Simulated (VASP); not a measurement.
# KCl in VASP: notebook, part 2 of 2

VASP 6.6.1.

## Step 4: Single point, PBEsol

This run uses another cell than the first one: it holds 8 atoms, not 4.

File INCAR:

```
SYSTEM = KCl
  PREC = Accurate
  ENCUT = 520
  EDIFF = 1E-6
  ISMEAR = -1
  SIGMA = 0.05
  LREAL = .False.
  LASPH = .True.
  NELM = 80
  ALGO = Normal
  ISIF = 2
  LWAVE = .False.
  LCHARG = .False.
  GGA = PS
  NBANDS = 42
```

File KPOINTS:

```
regular mesh
0
Gamma
  4 4 4
  0 0 0
```

File POSCAR:

```
KCl
1.0
    5.3049789256      0.0056800460     -0.0012644169
   -5.2953185149      9.1622263476      0.0023968470
   -0.0016416985      0.0007357047      6.1888493347
K Cl
4 4
Direct
    0.3010159953      0.3202395403      0.2509005757
    0.6355805354      0.1541590753      0.7508525968
    0.3061894615      0.8201790925      0.2511152351
    0.6409074523      0.6542418964      0.7511001744
    0.6352900417      0.1539234610      0.2508528572
    0.3013144415      0.3205218211      0.7508938344
    0.6405142952      0.6538691126      0.2511070046
    0.3064935018      0.8204868926      0.7511309797
```

Potentials or basis: VASP PAW PBE potentials, release 64 (K_sv, Cl).

Command:

```
cat potpaw_PBE.64/K_sv/POTCAR potpaw_PBE.64/Cl/POTCAR > POTCAR
mpirun -np 1 vasp_std > vasp.out
```

OUTCAR:

```text
SYSTEM = KCl
   PREC = Accurate
   ENCUT = 520
   EDIFF = 1E-6
   ISMEAR = -1
   LREAL = .False.
   LASPH = .True.
   NELM = 80
   ISIF = 2
   GGA = PS

 ion  position               nearest neighbor table
   1  0.301  0.320  0.251-   7 3.06   5 3.06   5 3.06   6 3.09   6 3.09
   2  0.636  0.154  0.751-   8 3.06   6 3.06   6 3.06   5 3.09   5 3.09
   3  0.306  0.820  0.251-   7 3.06   7 3.06   5 3.06   8 3.09   8 3.09
   4  0.641  0.654  0.751-   8 3.06   8 3.06   6 3.06   7 3.09   7 3.09
   5  0.635  0.154  0.251-   1 3.06   1 3.06   3 3.06   2 3.09   2 3.09
   6  0.301  0.321  0.751-   2 3.06   4 3.06   2 3.06   1 3.09   1 3.09
   7  0.641  0.654  0.251-   1 3.06   3 3.06   3 3.06   4 3.09   4 3.09
   8  0.306  0.820  0.751-   4 3.06   2 3.06   4 3.06   3 3.09   3 3.09

  LATTYP: Found a triclinic cell.
 ALAT       =     5.3049821171
 B/A-ratio  =     1.9984780604
 C/A-ratio  =     1.1666108310
 COS(alpha) =     0.0000425649
 COS(beta)  =     0.0005034849
 COS(gamma) =     0.5022178258

  Lattice vectors:

 A1 = (  -5.3049789256,  -0.0056800460,   0.0012644169)
 A2 = (  -5.3146393363,  -9.1735864396,   0.0001319868)
 A3 = (  -0.0016416985,   0.0007357047,   6.1888493347)

Analysis of symmetry for initial positions (statically):
=====================================================================
 Subroutine PRICEL returns:
 Original cell was already a primitive cell.

 Routine SETGRP: Setting up the symmetry group for a
 triclinic supercell.

 Subroutine GETGRP returns: Found  1 space group operations
 (whereof  1 operations were pure point group operations)
 out of a pool of  2 trial point group operations.

The static configuration has the point symmetry C_1 .

Analysis of symmetry for dynamics (positions and initial velocities):
=====================================================================
 Subroutine PRICEL returns:
 Original cell was already a primitive cell.

 Routine SETGRP: Setting up the symmetry group for a
 triclinic supercell.

 Subroutine GETGRP returns: Found  1 space group operations
 (whereof  1 operations were pure point group operations)
 out of a pool of  2 trial point group operations.

The dynamic configuration has the point symmetry C_1 .

 Subroutine INISYM returns: Found  1 space group operations
 (whereof  1 operations are pure point group operations),
 and found     1 'primitive' translations

----------------------------------------------------------------------------------------

                                     Primitive cell

  volume of cell :     300.9977

  direct lattice vectors                    reciprocal lattice vectors
     5.304978926  0.005680046 -0.001264417     0.188385596  0.108877647  0.000037030
    -5.295318515  9.162226348  0.002396847    -0.000116791  0.109076282 -0.000012998
    -0.001641698  0.000735705  6.188849335     0.000038533 -0.000019999  0.161580938

  length of vectors
[... 46 lines left out ...]

 Found     36 irreducible k-points:

 Following reciprocal coordinates:
            Coordinates               Weight
  0.000000  0.000000  0.000000      1.000000
  0.250000  0.000000  0.000000      2.000000
  0.500000  0.000000  0.000000      1.000000
  0.000000  0.250000  0.000000      2.000000
  0.250000  0.250000  0.000000      2.000000
  0.500000  0.250000 -0.000000      2.000000
[... 16 lines left out ...]
 -0.000000 -0.250000  0.250000      2.000000
  0.250000 -0.250000  0.250000      2.000000
 [... further k-points ...]
   k-points           NKPTS =     36   k-points in BZ     NKDIM =     36   number of bands    NBANDS=     42
   number of dos      NEDOS =    301   number of ions     NIONS =      8
   total plane-waves  NPLWV = 153600
   dimension x,y,z NGX =    40 NGY =   80 NGZ =   48
   dimension x,y,z NGXF=    80 NGYF=  160 NGZF=   96
   ions per type =               4   4
   NGX,Y,Z   is equivalent  to a cutoff of  12.54, 12.57, 12.89 a.u.
   NGXF,Y,Z  is equivalent  to a cutoff of  25.07, 25.14, 25.79 a.u.
 SYSTEM =  KCl
   PREC   = accura    normal or accurate (medium, high low for compatibility)
   ISTART =      0    job   : 0-new  1-cont  2-samecut
   ICHARG =      2    charge: 1-file 2-atom 10-const
   ISPIN  =      1    spin polarized calculation?
   LNONCOLLINEAR =      F non collinear calculations
   LSORBIT =      F    spin-orbit coupling
   LASPH  =      T    aspherical Exc in radial PAW
   ENCUT  =  520.0 eV  38.22 Ry    6.18 a.u.   9.86 19.68 11.51*2*pi/ulx,y,z
   NELM   =     80;   NELMIN=  2; NELMDL= -5     # of ELM steps
   EDIFF  = 0.1E-05   stopping-criterion for ELM
   LREAL  =      F    real-space projection
   EDIFFG = 0.1E-04   stopping-criterion for IOM
   NSW    =      0    number of steps for IOM
   IBRION =     -1    ionic relax: 0-MD 1-quasi-New 2-CG
   NFREE  =      0    steps in history (QN), initial steepest desc. (CG)
   ISIF   =      2    stress and relaxation
   ISYM   =      2    0-nonsym 1-usesym 2-fastsym
   POTIM  = 0.5000    time-step for ionic-motion
   TEBEG  =    0.0;   TEEND  =   0.0 temperature during run
   PSTRESS=    0.0 pullay stress
   NELECT =      64.0000    total number of electrons
   NUPDOWN=      -1.0000    fix difference up-down
   EMIN   =  10.00;   EMAX   =-10.00  energy-range for DOS
   EFERMI =   0.00;   METHOD = LEGACY
   ISMEAR =    -1;   SIGMA  =   0.05  broadening in eV -4-tet -1-fermi 0-gaus
   EFERMI_NEDOS =   21; number of points for ismear=-14 and -15
   IALGO  =     38    algorithm
   IMIX   =      4    mixing-type and parameters
     AMIX     =   0.40;   BMIX     =  1.00
     AMIX_MAG =   1.60;   BMIX_MAG =  1.00
  volume/ion in A,a.u.               =      37.62       253.90
  Fermi-wavevector in a.u.,A,eV,Ry     =   0.977118  1.846486 12.990297  0.954760
  Thomas-Fermi vector in A             =   2.107790
   LORBIT       =      0    0 simple, 1 ext, 2 COOP (PROOUT), +10 PAW based schemes
   GGA     = PS    functional components
   LHFCALC =     F    Hartree Fock is set to
   AEXX    =    0.0000 exact exchange contribution
   IVDW    =     0    specifies the selected vdW correction
   LEPSILON=     F    determine dielectric tensor
   LRPA    =     F    only Hartree local field effects (RPA)
 non-spin polarized calculation
  energy-cutoff  :      520.00
  volume of cell :      301.00
 maximum number of plane-waves:      8141
   NGX = 19   NGY = 39   NGZ = 23

 number of electron      64.0000004 magnetization

 Free energy of the ion-electron system (eV)
  ---------------------------------------------------
  ext. energy  EPLUGINS =         0.00000000
  ---------------------------------------------------
  free energy    TOTEN  =       -27.68884252 eV

  energy without entropy =      -27.68884252  energy(sigma->0) =      -27.68884252

 E-fermi :  -1.4585     XC(G=0):  -6.6981

 val. band max:       -2.6036543179   @ k =   0.0000   0.0000   0.0000
 cond. band min:       2.1983880485   @ k =   0.0000   0.0000   0.0000
 fundamental gap:      4.8020423664
 Fermi energy:        -1.4585448255

 k-point     1 :       0.0000    0.0000    0.0000
  band No.  band energies     occupation
      1     -29.7417      2.00000
      2     -29.7357      2.00000
      3     -29.7308      2.00000
      4     -29.7269      2.00000
      5     -14.7752      2.00000
      6     -14.7534      2.00000
[... 1069 lines left out ...]
     41       6.0642      0.00000
     42       6.0670      0.00000

 [... further k-points ...]

------------------------ aborting loop because EDIFF is reached ----------------------------------------

  FORCE on cell =-STRESS in cart. coord.  units (eV):
  Direction    XX          YY          ZZ          XY          YZ          ZX
  --------------------------------------------------------------------------------------
  -------------------------------------------------------------------------------------
  Total        0.0467455      0.0542653      0.0621092     -0.0022559     -0.0023879      0.0049865
  in kB        0.2488209      0.2888480      0.3306002     -0.0120081     -0.0127104      0.0265427
  external PRESSURE =       0.2894231 kB  Pullay stress =       0.0000000 kB

 VOLUME and BASIS-vectors are now :
 -----------------------------------------------------------------------------
  energy-cutoff  :      520.00
  volume of cell :      301.00
      direct lattice vectors                 reciprocal lattice vectors
     5.304978926  0.005680046 -0.001264417     0.188385596  0.108877647  0.000037030
    -5.295318515  9.162226348  0.002396847    -0.000116791  0.109076282 -0.000012998
    -0.001641698  0.000735705  6.188849335     0.000038533 -0.000019999  0.161580938

 POSITION                                       TOTAL-FORCE (eV/Angst)
 -----------------------------------------------------------------------------------
     -0.09930      2.93600      1.55317         0.001014      0.000224      0.000062
      2.55419      1.41660      4.64648         0.000446      0.000189      0.000463
     -2.71919      7.51659      1.55569        -0.000504      0.001229     -0.000265
     -0.06565      5.99851      4.64920        -0.001497     -0.001936     -0.000148
      2.55471      1.41407      1.55206         0.000468     -0.000283      0.000436
     -0.10003      2.93896      4.64756         0.000624     -0.000424      0.000184
     -0.06494      5.99472      1.55482        -0.000719      0.001362     -0.000215
     -2.72003      7.51978      4.65022         0.000168     -0.000361     -0.000517
 -----------------------------------------------------------------------------------
    total drift:                                0.000016      0.000009     -0.000316

  FREE ENERGIE OF THE ION-ELECTRON SYSTEM (eV)
  ---------------------------------------------------
  free  energy   TOTEN  =       -27.6888425179 eV

  energy  without entropy=      -27.6888425179  energy(sigma->0) =      -27.68884252
```

Run time: 4.4 min. Hardware: 1 thread of Intel Xeon 6975P-C (Granite Rapids), shared host; peak memory 0.57 GiB.

Results:

- Free energy: -27.6888 eV
- Pressure: 0.0 GPa
- Band gap on the k mesh: 4.80 eV

Forces in eV/Å, atoms in the order of the input:
```
K    0.001  0.000  0.000
K    0.000  0.000  0.000
K   -0.001  0.001  0.000
K   -0.001 -0.002  0.000
Cl   0.000  0.000  0.000
Cl   0.001  0.000  0.000
Cl  -0.001  0.001  0.000
Cl   0.000  0.000 -0.001
```

Levels at points of the mesh, in eV from the valence-band top:
```csv
k point,band 30,band 31,band 32,band 33,band 34,band 35
"(0.00, 0.00, 0.00)",-0.22,-0.15,0.00,4.80,6.54,7.28
"(0.50, 0.00, 0.00)",-0.22,-0.15,-0.15,6.54,6.54,7.28
"(0.00, 0.50, 0.00)",-0.22,-0.09,-0.09,5.58,5.58,7.72
"(0.50, 0.50, 0.00)",-0.21,-0.15,-0.15,6.35,6.35,6.85
"(0.00, 0.00, 0.50)",-0.32,-0.30,-0.30,6.11,6.11,6.95
"(0.50, 0.00, 0.50)",-0.30,-0.30,-0.30,6.94,6.94,6.95
"(0.00, 0.50, 0.50)",-0.33,-0.33,-0.33,6.63,6.63,6.63
"(0.50, 0.50, 0.50)",-0.28,-0.28,-0.27,6.89,6.89,6.89
```

Caveat: the PAW data sets were made with another functional, which shifts forces and pressure a little. A k mesh can miss the band edges.

## Step 5: Summary

| task | cell | k mesh | cutoff (eV) | smearing | gap on the mesh (eV) | pressure (GPa) |
| --- | --- | --- | --- | --- | --- | --- |
| single point | a = 5.293, b = 5.293, c = 6.193 Å, angles 90.0, 90.0, 120.0°, 4 atoms, atomic positions A | 6 × 6 × 4 | 520 | fermi-dirac 0.03 eV | 4.81 | 0.1 |
| relaxation of cell and atoms | relaxed from a = 4.914, b = 4.914, c = 6.142 Å, angles 90.0, 90.0, 120.0°, 4 atoms, atomic positions A | 6 × 6 × 4 | 600 | fermi-dirac 0.03 eV | 4.80 | 0.0 |
| single point | a = 5.305, b = 10.582, c = 6.189 Å, angles 90.0, 90.0, 120.0°, 8 atoms, atomic positions B | 4 × 4 × 4 | 520 | fermi-dirac 0.05 eV | 4.80 | 0.0 |

Alike in all rows: level PBEsol; potentials or basis VASP PAW PBE potentials, release 64 (K_sv, Cl); no spin polarisation.

Caveats: the PAW data sets were made with another functional, which shifts forces and pressure a little.

Total energies depend on the potentials used, so only differences within one code and one set of settings carry meaning.
